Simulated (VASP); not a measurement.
# Cu2Ru (Fd-3m) in VASP: single point with r2SCAN

Aim: the single point of Cu2Ru with r2SCAN.

Everything below comes from runs of VASP 6.6.1. Logs are shortened: lines on timing, memory, paths and dates and some standing lists are left out, and cuts for length are marked.

## (1) The cell of the first run

The structure is cubic, space group Fd-3m (No. 227). Conventional cell: a = 6.989 Å, b = 6.989 Å, c = 6.989 Å, α = 90.00°, β = 90.00°, γ = 90.00°. Within 3.8 Å of Ru (site symmetry -43m) lie 12 Cu at 2.90 Å and 4 Ru at 3.03 Å. Cu (site symmetry -3m) has 6 Cu at 2.47 Å and 6 Ru at 2.90 Å within 3.3 Å.

## (2) Single point, r2SCAN

File POSCAR:

```
Cu2Ru
1.0
    0.0000000000      3.4942890000      3.4942890000
    3.4942890000      0.0000000000      3.4942890000
    3.4942890000      3.4942890000      0.0000000000
Ru Cu
2 4
Direct
    0.3750000000      0.3750000000      0.3750000000
    0.6250000000      0.6250000000      0.6250000000
    0.0000000000      0.0000000000      0.0000000000
    0.5000000000      0.0000000000      0.0000000000
    0.0000000000      0.0000000000      0.5000000000
    0.0000000000      0.5000000000      0.0000000000
```

File INCAR.step1:

```
ALGO = Normal ; EDIFF = 1E-4
ENCUT = 520 ; GGA = PE
ISMEAR = 0 ; LASPH = True
LCHARG = False ; LREAL = False
LWAVE = True ; NBANDS = 45
NELM = 60 ; PREC = Accurate
SIGMA = 0.0188
```

File INCAR.step2:

```
ALGO = Normal ; EDIFF = 1E-7
ENCUT = 520 ; ISIF = 2
ISMEAR = 0 ; ISTART = 1
LASPH = True ; LCHARG = True
LELF = True ; LMIXTAU = True
LREAL = False ; LVHAR = True
LWAVE = False ; METAGGA = R2SCAN
NBANDS = 45 ; NELM = 60
PREC = Accurate ; SIGMA = 0.0188
```

File KPOINTS:

```
k-points
0
Gamma
  6 6 6
```

Potentials or basis: VASP PAW PBE potentials, release 64 (Ru_pv, Cu).

Started as:

```sh
> cat potpaw_PBE.64/Ru_pv/POTCAR potpaw_PBE.64/Cu/POTCAR > POTCAR
> cp INCAR.step1 INCAR
> mpirun -np 1 vasp_std > vasp.out
> cp INCAR.step2 INCAR
> mpirun -np 1 vasp_std > vasp.out
```

OUTCAR:

```text
EDIFF = 1E-7
   ENCUT = 520
   ISIF = 2
   ISMEAR = 0
   ISTART = 1
   LASPH = True
   LREAL = False
   METAGGA = R2SCAN
   NELM = 60
   PREC = Accurate

 ion  position               nearest neighbor table
   1  0.375  0.375  0.375-   4 2.90   5 2.90   6 2.90   3 2.90   4 2.90   5 2.90   3 2.90   4 2.90
                             6 2.90   3 2.90   5 2.90   6 2.90   2 3.03   2 3.03   2 3.03   2 3.03
   2  0.625  0.625  0.625-   4 2.90   5 2.90   6 2.90   3 2.90   4 2.90   6 2.90   3 2.90   4 2.90
                             5 2.90   3 2.90   5 2.90   6 2.90   1 3.03   1 3.03   1 3.03   1 3.03
   3  0.000  0.000  0.000-   4 2.47   5 2.47   6 2.47   5 2.47   6 2.47   4 2.47   1 2.90   2 2.90
                             1 2.90   2 2.90   1 2.90   2 2.90
   4  0.500  0.000  0.000-   3 2.47   5 2.47   6 2.47   3 2.47   5 2.47   6 2.47   1 2.90   2 2.90
                             2 2.90   1 2.90   2 2.90   1 2.90
   5  0.000  0.000  0.500-   3 2.47   3 2.47   4 2.47   6 2.47   6 2.47   4 2.47   1 2.90   2 2.90
                             1 2.90   2 2.90   1 2.90   2 2.90
   6  0.000  0.500  0.000-   3 2.47   5 2.47   3 2.47   4 2.47   5 2.47   4 2.47   1 2.90   2 2.90
                             1 2.90   2 2.90   1 2.90   2 2.90

  LATTYP: Found a face centered cubic cell.
 ALAT       =     6.9885780000

  Lattice vectors:

 A1 = (   0.0000000000,   3.4942890000,   3.4942890000)
 A2 = (   3.4942890000,   0.0000000000,   3.4942890000)
 A3 = (   3.4942890000,   3.4942890000,   0.0000000000)

Analysis of symmetry for initial positions (statically):
=====================================================================
 Subroutine PRICEL returns:
 Original cell was already a primitive cell.

 Routine SETGRP: Setting up the symmetry group for a
 face centered cubic supercell.

 Subroutine GETGRP returns: Found 48 space group operations
 (whereof 12 operations were pure point group operations)
 out of a pool of 48 trial point group operations.

The static configuration has the point symmetry D_3d.
 The point group associated with its full space group is O_h .

Analysis of symmetry for dynamics (positions and initial velocities):
=====================================================================
 Subroutine PRICEL returns:
 Original cell was already a primitive cell.

 Routine SETGRP: Setting up the symmetry group for a
 face centered cubic supercell.

 Subroutine GETGRP returns: Found 48 space group operations
 (whereof 12 operations were pure point group operations)
 out of a pool of 48 trial point group operations.

The dynamic configuration has the point symmetry D_3d.
 The point group associated with its full space group is O_h .

 Subroutine INISYM returns: Found 48 space group operations
 (whereof 12 operations are pure point group operations),
 and found     1 'primitive' translations

----------------------------------------------------------------------------------------

                                     Primitive cell

  volume of cell :      85.3309

  direct lattice vectors                    reciprocal lattice vectors
     0.000000000  3.494289000  3.494289000    -0.143090626  0.143090626  0.143090626
     3.494289000  0.000000000  3.494289000     0.143090626 -0.143090626  0.143090626
     3.494289000  3.494289000  0.000000000     0.143090626  0.143090626 -0.143090626

  length of vectors
     4.941670895  4.941670895  4.941670895     0.247840234  0.247840234  0.247840234

  position of ions in fractional coordinates (direct lattice)
     0.375000000  0.375000000  0.375000000
     0.625000000  0.625000000  0.625000000
     0.000000000  0.000000000  0.000000000
     0.500000000  0.000000000  0.000000000
     0.000000000  0.000000000  0.500000000
     0.000000000  0.500000000  0.000000000

  ion indices of the primitive-cell ions
   primitive index   ion index
                 1           1
                 2           2
                 3           3
                 4           4
                 5           5
                 6           6

----------------------------------------------------------------------------------------

 KPOINTS: k-points

Automatic generation of k-mesh.
 Grid dimensions read from file:
 generate k-points for:    6    6    6

 Generating k-lattice:

  Cartesian coordinates                     Fractional coordinates (reciprocal lattice)
    -0.023848438  0.023848438  0.023848438     0.166666667  0.000000000  0.000000000
     0.023848438 -0.023848438  0.023848438     0.000000000  0.166666667  0.000000000
     0.023848438  0.023848438 -0.023848438     0.000000000  0.000000000  0.166666667

  Length of vectors
     0.041306706  0.041306706  0.041306706

  Shift w.r.t. Gamma in fractional coordinates (k-lattice)
     0.000000000  0.000000000  0.000000000

 Subroutine IBZKPT returns following result:
 ===========================================

 Found     16 irreducible k-points:

 Following reciprocal coordinates:
            Coordinates               Weight
  0.000000  0.000000  0.000000      1.000000
  0.166667  0.000000  0.000000      8.000000
  0.333333  0.000000  0.000000      8.000000
  0.500000  0.000000  0.000000      4.000000
  0.166667  0.166667  0.000000      6.000000
  0.333333  0.166667  0.000000     24.000000
[... 8 lines left out ...]
 -0.333333  0.333333  0.166667     24.000000
 -0.333333  0.500000  0.166667     12.000000
   k-points           NKPTS =     16   k-points in BZ     NKDIM =     16   number of bands    NBANDS=     45
   number of dos      NEDOS =    301   number of ions     NIONS =      6
   total plane-waves  NPLWV =  64000
   dimension x,y,z NGX =    40 NGY =   40 NGZ =   40
   dimension x,y,z NGXF=    80 NGYF=   80 NGZF=   80
   ions per type =               2   4
   NGX,Y,Z   is equivalent  to a cutoff of  13.46, 13.46, 13.46 a.u.
   NGXF,Y,Z  is equivalent  to a cutoff of  26.91, 26.91, 26.91 a.u.
 SYSTEM =  unknown system
   PREC   = accura    normal or accurate (medium, high low for compatibility)
   ISTART =      1    job   : 0-new  1-cont  2-samecut
   ICHARG =      0    charge: 1-file 2-atom 10-const
   ISPIN  =      1    spin polarized calculation?
   LNONCOLLINEAR =      F non collinear calculations
   LSORBIT =      F    spin-orbit coupling
   LASPH  =      T    aspherical Exc in radial PAW
   ENCUT  =  520.0 eV  38.22 Ry    6.18 a.u.   9.19  9.19  9.19*2*pi/ulx,y,z
   NELM   =     60;   NELMIN=  2; NELMDL=  0     # of ELM steps
   EDIFF  = 0.1E-06   stopping-criterion for ELM
   LREAL  =      F    real-space projection
   EDIFFG = 0.1E-05   stopping-criterion for IOM
   NSW    =      0    number of steps for IOM
   IBRION =     -1    ionic relax: 0-MD 1-quasi-New 2-CG
   NFREE  =      0    steps in history (QN), initial steepest desc. (CG)
   ISIF   =      2    stress and relaxation
   ISYM   =      2    0-nonsym 1-usesym 2-fastsym
   POTIM  = 0.5000    time-step for ionic-motion
   TEBEG  =    0.0;   TEEND  =   0.0 temperature during run
   PSTRESS=    0.0 pullay stress
   NELECT =      72.0000    total number of electrons
   NUPDOWN=      -1.0000    fix difference up-down
   EMIN   =  10.00;   EMAX   =-10.00  energy-range for DOS
   EFERMI =   0.00;   METHOD = LEGACY
   ISMEAR =     0;   SIGMA  =   0.02  broadening in eV -4-tet -1-fermi 0-gaus
   EFERMI_NEDOS =   21; number of points for ismear=-14 and -15
   IALGO  =     38    algorithm
   IMIX   =      4    mixing-type and parameters
     AMIX     =   0.40;   BMIX     =  1.00
     AMIX_MAG =   1.60;   BMIX_MAG =  1.00
  volume/ion in A,a.u.               =      14.22        95.97
  Fermi-wavevector in a.u.,A,eV,Ry     =   1.546976  2.923360 32.560565  2.393134
  Thomas-Fermi vector in A             =   2.652135
   LORBIT       =      0    0 simple, 1 ext, 2 COOP (PROOUT), +10 PAW based schemes
   METAGGA = R2SCAN    functional components
   LHFCALC =     F    Hartree Fock is set to
   AEXX    =    0.0000 exact exchange contribution
   IVDW    =     0    specifies the selected vdW correction
   LEPSILON=     F    determine dielectric tensor
   LRPA    =     F    only Hartree local field effects (RPA)
 non-spin polarized calculation
 Gauss-broadening in eV      SIGMA  =   0.02
  energy-cutoff  :      520.00
  volume of cell :       85.33
 maximum number of plane-waves:      2332
 NGX is ok and might be reduce to    40
   NGX = 19   NGY = 19   NGZ = 19

 number of electron      71.9999948 magnetization

 Free energy of the ion-electron system (eV)
  ---------------------------------------------------
  ext. energy  EPLUGINS =         0.00000000
  ---------------------------------------------------
  free energy    TOTEN  =       -91.24623335 eV

  energy without entropy =      -91.24425845  energy(sigma->0) =      -91.24524590

 E-fermi :   7.3385     XC(G=0): -13.4568

 val. band max:        7.3267280521   @ k =  -0.1667   0.1667   0.0000
 cond. band min:       7.3390445667   @ k =  -0.3333   0.3333   0.0000
 fundamental gap:      0.0123165147
 Fermi energy:         7.3385451867

 k-point     1 :       0.0000    0.0000    0.0000
  band No.  band energies     occupation
      1     -36.4336      2.00000
      2     -36.4336      2.00000
      3     -36.4336      2.00000
      4     -36.3406      2.00000
      5     -36.3406      2.00000
      6     -36.3406      2.00000
[... 37 lines left out ...]
     44      13.4027      0.00000
     45      13.4027      0.00000

 k-point     2 :       0.1667    0.0000    0.0000
  band No.  band energies     occupation
      1     -36.4358      2.00000
      2     -36.4358      2.00000
      3     -36.4322      2.00000
      4     -36.3424      2.00000
      5     -36.3384      2.00000
      6     -36.3384      2.00000
[... 37 lines left out ...]
     44      13.8876      0.00000
     45      14.0343      0.00000

 k-point     3 :       0.3333    0.0000    0.0000
  band No.  band energies     occupation
      1     -36.4399      2.00000
      2     -36.4399      2.00000
      3     -36.4293      2.00000
      4     -36.3457      2.00000
      5     -36.3343      2.00000
      6     -36.3343      2.00000
[... 613 lines left out ...]
     44      14.7829      0.00000
     45      15.7884      0.00000

 k-point    16 :      -0.3333    0.5000    0.1667
  band No.  band energies     occupation
      1     -36.4506      2.00000
      2     -36.4506      2.00000
      3     -36.3875      2.00000
      4     -36.3875      2.00000
      5     -36.3240      2.00000
      6     -36.3240      2.00000
[... 37 lines left out ...]
     44      15.0377      0.00000
     45      16.6657      0.00000

------------------------ aborting loop because EDIFF is reached ----------------------------------------

  FORCE on cell =-STRESS in cart. coord.  units (eV):
  Direction    XX          YY          ZZ          XY          YZ          ZX
  --------------------------------------------------------------------------------------
  -------------------------------------------------------------------------------------
  Total      -12.3153046    -12.3153046    -12.3153046      0.0000000      0.0000000     -0.0000000
  in kB     -231.2327165   -231.2327165   -231.2327165      0.0000000      0.0000000     -0.0000000
  external PRESSURE =    -231.2327165 kB  Pullay stress =       0.0000000 kB

 VOLUME and BASIS-vectors are now :
 -----------------------------------------------------------------------------
  energy-cutoff  :      520.00
  volume of cell :       85.33
      direct lattice vectors                 reciprocal lattice vectors
     0.000000000  3.494289000  3.494289000    -0.143090626  0.143090626  0.143090626
     3.494289000  0.000000000  3.494289000     0.143090626 -0.143090626  0.143090626
     3.494289000  3.494289000  0.000000000     0.143090626  0.143090626 -0.143090626

 POSITION                                       TOTAL-FORCE (eV/Angst)
 -----------------------------------------------------------------------------------
      2.62072      2.62072      2.62072        -0.000000      0.000000      0.000000
      4.36786      4.36786      4.36786         0.000000     -0.000000     -0.000000
      0.00000      0.00000      0.00000        -0.000000     -0.000000     -0.000000
      0.00000      1.74714      1.74714        -0.000000     -0.000000     -0.000000
      1.74714      1.74714      0.00000        -0.000000     -0.000000     -0.000000
      1.74714      0.00000      1.74714        -0.000000     -0.000000     -0.000000
 -----------------------------------------------------------------------------------
    total drift:                               -0.000000     -0.000000      0.000000

  FREE ENERGIE OF THE ION-ELECTRON SYSTEM (eV)
  ---------------------------------------------------
  free  energy   TOTEN  =       -91.2462333516 eV

  energy  without entropy=      -91.2442584457  energy(sigma->0) =      -91.24524590
```

Run time: 5.5 min. Hardware: 1 thread of Intel Xeon Platinum 8375C at 2.90GHz (Ice Lake), shared host; peak memory 0.27 GiB.

What came out:

```
Free energy            : -91.2462 eV
Pressure               : -23.1 GPa
Band gap on the k mesh : zero (band 36 reaches 7.53 eV, above the bottom of band 37 at 7.27 eV)
```

Levels at points of the mesh, in eV from the Fermi level:
| k point | band 33 | band 34 | band 35 | band 36 | band 37 | band 38 | band 39 | band 40 |
| --- | --- | --- | --- | --- | --- | --- | --- | --- |
| (0.00, 0.00, 0.00) | -1.13 | -1.13 | -1.13 | 0.19 | 0.19 | 0.29 | 4.28 | 4.28 |
| (0.50, 0.00, 0.00) | -0.96 | -0.96 | -0.89 | -0.60 | 0.24 | 0.24 | 1.49 | 2.80 |
| (0.50, 0.50, 0.00) | -0.66 | -0.66 | 0.10 | 0.10 | 0.18 | 0.18 | 0.36 | 0.36 |

Caveat: the PAW data sets were made with another functional, which shifts forces and pressure a little.
